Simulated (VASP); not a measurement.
A run of VASP 6.6.1:

INCAR

```
  PREC = Accurate
  ENCUT = 520
  EDIFF = 1E-6
  ISMEAR = 0
  SIGMA = 0.15
  LREAL = False
  LASPH = True
  NELM = 80
  ALGO = Fast
  ISIF = 2
  LWAVE = False
  LCHARG = False
  GGA = PS
  NBANDS = 14
```

Contents of KPOINTS:

```
Automatic mesh
0
Gamma
  16 16 16
```

POSCAR

```
AlNi
1.0
    2.9096158249      0.0000000000      0.0000000000
    0.0000000000      2.9096158249      0.0000000000
    0.0000000000      0.0000000000      2.9096158249
Al Ni
1 1
Direct
    0.0000000000      0.0000000000     -0.0265564957
    0.5000000000      0.5000000000      0.5122081036
```

Potentials or basis: VASP PAW PBE potentials, release 64 (Al, Ni).

Run with:

```bash
$ cat potpaw_PBE.64/Al/POTCAR potpaw_PBE.64/Ni/POTCAR > POTCAR
$ mpirun -np 1 vasp_std > vasp.out
```

Hardware: 1 thread of Intel(R) Xeon(R) 6975P-C (Granite Rapids), with other jobs on the host.

Question: Estimate the wall time of this run.

Answer: Run time: 39 s on 1 thread of Intel(R) Xeon(R) 6975P-C (Granite Rapids) (shared host), peak memory 0.25 GiB. Counts: scf iterations 15, k points 405.
